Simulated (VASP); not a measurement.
Here is a VASP 6.6.1 calculation.

File INCAR:

```
PREC     = Accurate       # precision mode
ENCUT    = 600            # plane-wave cutoff, eV
EDIFF    = 1E-6           # SCF threshold, eV
ISMEAR   = 1              # smearing method
SIGMA    = 0.1            # smearing width, eV
LREAL    = F              # projectors in reciprocal space
LASPH    = T              # aspherical terms in the spheres
NELM     = 100            # most SCF steps
ALGO     = Normal         # electronic algorithm
ISIF     = 3              # what is computed and relaxed
LWAVE    = F              # write WAVECAR
LCHARG   = F              # write CHGCAR
GGA      = CA             # functional
IBRION   = 2              # ionic algorithm
NSW      = 80             # ionic steps
EDIFFG   = -0.01          # ionic threshold
PSTRESS  = 600.0
```

KPOINTS

```
regular mesh
0
Gamma
  6 6 6
```

File POSCAR:

```
Al
1.0
    0.0000000000      2.7850000000      2.7850000000
    2.7850000000      0.0000000000      2.7850000000
    2.7850000000      2.7850000000      0.0000000000
Al
2
Direct
    0.0000000000      0.0000000000      0.0000000000
    0.2500000000      0.2500000000      0.2500000000
```

Potentials or basis: VASP PAW LDA potentials, release 64 (Al).

Command:

```console
$ cat potpaw_LDA.64/Al/POTCAR > POTCAR
$ mpirun -np 1 vasp_std > vasp.out
```

(1) What does it give for the relaxed cell?

(2) Predict the relaxed volume.

(3) What does it give for the band gap on the k mesh?

(4) What does it give for the space group after relaxing (to 0.05 Å)?

Answers

(1) a = 3.530 Å, b = 3.530 Å, c = 3.530 Å, α = 60.00°, β = 60.00°, γ = 60.00°.

(2) 15.55 Å³/atom.

(3) zero (band 3 reaches 10.81 eV, above the bottom of band 4 at 5.10 eV).

(4) Fd-3m (No. 227).

Caveat: the cell is relaxed towards a set pressure, so the enthalpy falls and the energy may rise; the volume moved by over 15 % at a fixed basis, so the end points are rough.
